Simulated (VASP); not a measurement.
# C (P6_3/mmc) in VASP: a series of runs

C is run at these levels: PBEsol; tasks: single point.

All numbers are computed with VASP 6.6.1; they aren't measurements. Logs are shortened: lines on timing, memory, paths and dates and some standing lists are left out, and cuts for length are marked.

### 1 The cell of the first run

The structure is hexagonal, space group P6_3/mmc (No. 194). Conventional cell: a = 2.489 Å, b = 2.489 Å, c = 4.223 Å, α = 90.00°, β = 90.00°, γ = 120.00°. C (site symmetry 3m) has 4 C at 1.53 to 1.58 Å within 2.0 Å.

### 2 Single point, PBEsol (strained cell)

Input file INCAR:

```
PREC     = Accurate       # precision mode
ENCUT    = 520            # plane-wave cutoff, eV
EDIFF    = 1E-7           # SCF threshold, eV
ISMEAR   = 0              # smearing method
SIGMA    = 0.02           # smearing width, eV
LREAL    = F              # projectors in reciprocal space
LASPH    = T              # aspherical terms in the spheres
NELM     = 80             # most SCF steps
ALGO     = Normal         # electronic algorithm
ISIF     = 2              # what is computed and relaxed
LWAVE    = F              # write WAVECAR
LCHARG   = T              # write CHGCAR
GGA      = PS             # functional
LELF     = T              # ELF
LVHAR    = T            
NBANDS   = 16             # bands
```

Input file KPOINTS:

```
Automatic mesh
0
Gamma
  9 9 6
```

Input file POSCAR:

```
C
1.0
    2.4893572955      0.0000000000      0.0000000000
   -1.2446786477      2.1558466570      0.0000000000
    0.0000000000      0.0000000000      4.2229976408
C
4
Direct
    0.3333333333      0.6666666667     -0.0002048403
    0.6666666667      0.3333333333      0.4997951597
    0.3333333333      0.6666666667      0.3742048403
    0.6666666667      0.3333333333      0.8742048403
```

Potentials or basis: VASP PAW PBE potentials, release 64 (C).

Started as:

```
$ cat potpaw_PBE.64/C/POTCAR > POTCAR
$ mpirun -np 1 vasp_std > vasp.out
```

OUTCAR:

```text
PREC = Accurate
   ENCUT = 520
   EDIFF = 1E-7
   ISMEAR = 0
   LREAL = F
   LASPH = T
   NELM = 80
   ISIF = 2
   GGA = PS

 ion  position               nearest neighbor table
   1  0.333  0.667  1.000-   4 1.53   4 1.53   4 1.53   3 1.58
   2  0.667  0.333  0.500-   3 1.53   3 1.53   3 1.53   4 1.58
   3  0.333  0.667  0.374-   2 1.53   2 1.53   2 1.53   1 1.58
   4  0.667  0.333  0.874-   1 1.53   1 1.53   1 1.53   2 1.58

  LATTYP: Found a hexagonal cell.
 ALAT       =     2.4893572955
 C/A-ratio  =     1.6964208587

  Lattice vectors:

 A1 = (   2.4893572955,   0.0000000000,   0.0000000000)
 A2 = (  -1.2446786477,   2.1558466570,   0.0000000000)
 A3 = (   0.0000000000,   0.0000000000,   4.2229976408)

Analysis of symmetry for initial positions (statically):
=====================================================================
 Subroutine PRICEL returns:
 Original cell was already a primitive cell.

 Routine SETGRP: Setting up the symmetry group for a
 hexagonal supercell.

 Subroutine GETGRP returns: Found 24 space group operations
 (whereof  6 operations were pure point group operations)
 out of a pool of 24 trial point group operations.

The static configuration has the point symmetry C_3v.
 The point group associated with its full space group is D_6h.

Analysis of symmetry for dynamics (positions and initial velocities):
=====================================================================
 Subroutine PRICEL returns:
 Original cell was already a primitive cell.

 Routine SETGRP: Setting up the symmetry group for a
 hexagonal supercell.

 Subroutine GETGRP returns: Found 24 space group operations
 (whereof  6 operations were pure point group operations)
 out of a pool of 24 trial point group operations.

The dynamic configuration has the point symmetry C_3v.
 The point group associated with its full space group is D_6h.

 Subroutine INISYM returns: Found 24 space group operations
 (whereof  6 operations are pure point group operations),
 and found     1 'primitive' translations

----------------------------------------------------------------------------------------

                                     Primitive cell

  volume of cell :      22.6634

  direct lattice vectors                    reciprocal lattice vectors
     2.489357296  0.000000000  0.000000000     0.401710113  0.231927442  0.000000000
    -1.244678648  2.155846657  0.000000000     0.000000000  0.463854884  0.000000000
     0.000000000  0.000000000  4.222997641     0.000000000  0.000000000  0.236798617

  length of vectors
     2.489357296  2.489357295  4.222997641     0.463854884  0.463854884  0.236798617

  position of ions in fractional coordinates (direct lattice)
     0.333333333  0.666666667  0.999795160
     0.666666667  0.333333333  0.499795160
     0.333333333  0.666666667  0.374204840
     0.666666667  0.333333333  0.874204840

  ion indices of the primitive-cell ions
   primitive index   ion index
                 1           1
                 2           2
                 3           3
                 4           4

----------------------------------------------------------------------------------------

 KPOINTS: Automatic mesh

Automatic generation of k-mesh.
 Grid dimensions read from file:
 generate k-points for:    9    9    6

 Generating k-lattice:

  Cartesian coordinates                     Fractional coordinates (reciprocal lattice)
     0.044634457  0.025769716  0.000000000     0.111111111 -0.000000000  0.000000000
     0.000000000  0.051539432  0.000000000     0.000000000  0.111111111  0.000000000
     0.000000000  0.000000000  0.039466436     0.000000000  0.000000000  0.166666667

  Length of vectors
     0.051539432  0.051539432  0.039466436

  Shift w.r.t. Gamma in fractional coordinates (k-lattice)
     0.000000000  0.000000000  0.000000000

 Subroutine IBZKPT returns following result:
 ===========================================

 Found     48 irreducible k-points:

 Following reciprocal coordinates:
            Coordinates               Weight
  0.000000  0.000000  0.000000      1.000000
  0.111111 -0.000000  0.000000      6.000000
  0.222222 -0.000000  0.000000      6.000000
  0.333333 -0.000000  0.000000      6.000000
  0.444444 -0.000000  0.000000      6.000000
  0.111111  0.111111  0.000000      6.000000
[... 16 lines left out ...]
  0.333333  0.222222  0.166667     24.000000
  0.333333  0.333333  0.166667      4.000000
 [... further k-points ...]
   k-points           NKPTS =     48   k-points in BZ     NKDIM =     48   number of bands    NBANDS=     16
   number of dos      NEDOS =    301   number of ions     NIONS =      4
   total plane-waves  NPLWV =  12800
   dimension x,y,z NGX =    20 NGY =   20 NGZ =   32
   dimension x,y,z NGXF=    40 NGYF=   40 NGZF=   64
   ions per type =               4
   NGX,Y,Z   is equivalent  to a cutoff of  13.36, 13.36, 12.60 a.u.
   NGXF,Y,Z  is equivalent  to a cutoff of  26.71, 26.71, 25.19 a.u.
 SYSTEM =  unknown system
   PREC   = accura    normal or accurate (medium, high low for compatibility)
   ISTART =      0    job   : 0-new  1-cont  2-samecut
   ICHARG =      2    charge: 1-file 2-atom 10-const
   ISPIN  =      1    spin polarized calculation?
   LNONCOLLINEAR =      F non collinear calculations
   LSORBIT =      F    spin-orbit coupling
   LASPH  =      T    aspherical Exc in radial PAW
   ENCUT  =  520.0 eV  38.22 Ry    6.18 a.u.   4.63  4.63  7.85*2*pi/ulx,y,z
   NELM   =     80;   NELMIN=  2; NELMDL= -5     # of ELM steps
   EDIFF  = 0.1E-06   stopping-criterion for ELM
   LREAL  =      F    real-space projection
   EDIFFG = 0.1E-05   stopping-criterion for IOM
   NSW    =      0    number of steps for IOM
   IBRION =     -1    ionic relax: 0-MD 1-quasi-New 2-CG
   NFREE  =      0    steps in history (QN), initial steepest desc. (CG)
   ISIF   =      2    stress and relaxation
   ISYM   =      2    0-nonsym 1-usesym 2-fastsym
   POTIM  = 0.5000    time-step for ionic-motion
   TEBEG  =    0.0;   TEEND  =   0.0 temperature during run
   PSTRESS=    0.0 pullay stress
   NELECT =      16.0000    total number of electrons
   NUPDOWN=      -1.0000    fix difference up-down
   EMIN   =  10.00;   EMAX   =-10.00  energy-range for DOS
   EFERMI =   0.00;   METHOD = LEGACY
   ISMEAR =     0;   SIGMA  =   0.02  broadening in eV -4-tet -1-fermi 0-gaus
   EFERMI_NEDOS =   21; number of points for ismear=-14 and -15
   IALGO  =     38    algorithm
   IMIX   =      4    mixing-type and parameters
     AMIX     =   0.40;   BMIX     =  1.00
     AMIX_MAG =   1.60;   BMIX_MAG =  1.00
  volume/ion in A,a.u.               =       5.67        38.24
  Fermi-wavevector in a.u.,A,eV,Ry     =   1.457716  2.754683 28.911499  2.124935
  Thomas-Fermi vector in A             =   2.574485
   LORBIT       =      0    0 simple, 1 ext, 2 COOP (PROOUT), +10 PAW based schemes
   GGA     = PS    functional components
   LHFCALC =     F    Hartree Fock is set to
   AEXX    =    0.0000 exact exchange contribution
   IVDW    =     0    specifies the selected vdW correction
   LEPSILON=     F    determine dielectric tensor
   LRPA    =     F    only Hartree local field effects (RPA)
 non-spin polarized calculation
 Gauss-broadening in eV      SIGMA  =   0.02
  energy-cutoff  :      520.00
  volume of cell :       22.66
 maximum number of plane-waves:       628
 NGX is ok and might be reduce to    20
   NGX =  9   NGY =  9   NGZ = 15

 number of electron      16.0000000 magnetization

 Free energy of the ion-electron system (eV)
  ---------------------------------------------------
  ext. energy  EPLUGINS =         0.00000000
  ---------------------------------------------------
  free energy    TOTEN  =       -38.38228486 eV

  energy without entropy =      -38.38228486  energy(sigma->0) =      -38.38228486

 E-fermi :  10.1142     XC(G=0): -13.4337

 val. band max:       10.0057123118   @ k =   0.0000   0.0000   0.0000
 cond. band min:      13.0551228201   @ k =   0.3333   0.3333   0.0000
 fundamental gap:      3.0494105084
 Fermi energy:        10.1141721975

 k-point     1 :       0.0000    0.0000    0.0000
  band No.  band energies     occupation
      1     -11.8367      2.00000
      2      -6.4726      2.00000
      3      -3.7640      2.00000
      4       7.1016      2.00000
      5       7.1016      2.00000
      6       9.4997      2.00000
[... 8 lines left out ...]
     15      24.2959      0.00000
     16      27.3082      0.00000

 k-point     2 :       0.1111   -0.0000    0.0000
  band No.  band energies     occupation
      1     -11.5247      2.00000
      2      -6.1915      2.00000
      3      -3.4680      2.00000
      4       5.6356      2.00000
      5       6.4875      2.00000
      6       8.7483      2.00000
[... 8 lines left out ...]
     15      24.6733      0.00000
     16      26.5477      0.00000

 k-point     3 :       0.2222   -0.0000    0.0000
  band No.  band energies     occupation
      1     -10.5948      2.00000
      2      -5.3532      2.00000
      3      -2.6179      2.00000
      4       2.5780      2.00000
      5       5.2953      2.00000
      6       6.1149      2.00000
[... 8 lines left out ...]
     15      24.6139      0.00000
     16      25.4193      0.00000

 k-point     4 :       0.3333   -0.0000    0.0000
  band No.  band energies     occupation
      1      -9.0737      2.00000
      2      -3.9776      2.00000
      3      -1.6933      2.00000
      4      -0.3126      2.00000
      5       3.2081      2.00000
      6       4.2697      2.00000
[... 8 lines left out ...]
     15      24.9199      0.00000
     16      26.5219      0.00000
[... 324 lines left out ...]
 k-point    22 :       0.2222    0.2222    0.1667
  band No.  band energies     occupation
      1      -8.0046      2.00000
      2      -4.0988      2.00000
      3      -1.1187      2.00000
      4       1.1309      2.00000
      5       1.4392      2.00000
      6       2.4840      2.00000
[... 8 lines left out ...]
     15      23.5717      0.00000
     16      26.0381      0.00000

 k-point    23 :       0.3333    0.2222    0.1667
  band No.  band energies     occupation
      1      -6.0751      2.00000
      2      -3.3448      2.00000
      3      -2.1640      2.00000
      4       0.1970      2.00000
      5       0.4801      2.00000
      6       2.4350      2.00000
[... 8 lines left out ...]
     15      25.0668      0.00000
     16      26.4952      0.00000

 k-point    24 :       0.3333    0.3333    0.1667
  band No.  band energies     occupation
      1      -4.3569      2.00000
      2      -4.3569      2.00000
      3      -1.0259      2.00000
      4      -0.5941      2.00000
      5      -0.5941      2.00000
      6       2.3136      2.00000
[... 8 lines left out ...]
     15      25.7182      0.00000
     16      25.7182      0.00000

 [... further k-points ...]
[... 5 lines left out ...]
  --------------------------------------------------------------------------------------
  -------------------------------------------------------------------------------------
  Total        0.8353769      0.8353769     -2.5441294      0.0000000      0.0000000     -0.0000000
  in kB       59.0564206     59.0564206   -179.8555500      0.0000000      0.0000000     -0.0000000
  external PRESSURE =     -20.5809029 kB  Pullay stress =       0.0000000 kB

 VOLUME and BASIS-vectors are now :
 -----------------------------------------------------------------------------
  energy-cutoff  :      520.00
  volume of cell :       22.66
      direct lattice vectors                 reciprocal lattice vectors
     2.489357296  0.000000000  0.000000000     0.401710113  0.231927442  0.000000000
    -1.244678648  2.155846657  0.000000000     0.000000000  0.463854884  0.000000000
     0.000000000  0.000000000  4.222997641     0.000000000  0.000000000  0.236798617

 POSITION                                       TOTAL-FORCE (eV/Angst)
 -----------------------------------------------------------------------------------
     -0.00000      1.43723      4.22213         0.000000     -0.000000      0.011659
      1.24468      0.71862      2.11063        -0.000000      0.000000      0.011659
     -0.00000      1.43723      1.58027         0.000000     -0.000000     -0.011659
      1.24468      0.71862      3.69176        -0.000000      0.000000     -0.011659
 -----------------------------------------------------------------------------------
    total drift:                               -0.000000      0.000000      0.000007

  FREE ENERGIE OF THE ION-ELECTRON SYSTEM (eV)
  ---------------------------------------------------
  free  energy   TOTEN  =       -38.3822848627 eV

  energy  without entropy=      -38.3822848627  energy(sigma->0) =      -38.38228486
```

It took 19 s on 1 thread of Intel Xeon Platinum 8259CL at 2.50GHz (Skylake/Cascade Lake), shared host; peak memory 0.13 GiB.

What came out:

| Item | Value |
| --- | --- |
| Free energy | -38.3823 eV |
| Pressure | -2.1 GPa |
| Largest force | 0.012 eV/Å |
| Band gap on the k mesh | 3.05 eV, indirect (least direct gap 4.77 eV) |

Forces in eV/Å, atoms in the order of the input:
```
C    0.000  0.000  0.012
C    0.000  0.000  0.012
C    0.000  0.000 -0.012
C    0.000  0.000 -0.012
```

Caveat: the cell differs from its parent crystal (strained cell); the PAW data sets were made with another functional, which shifts forces and pressure a little. A k mesh can miss the band edges.

(Part 1 of 2 ends here.)
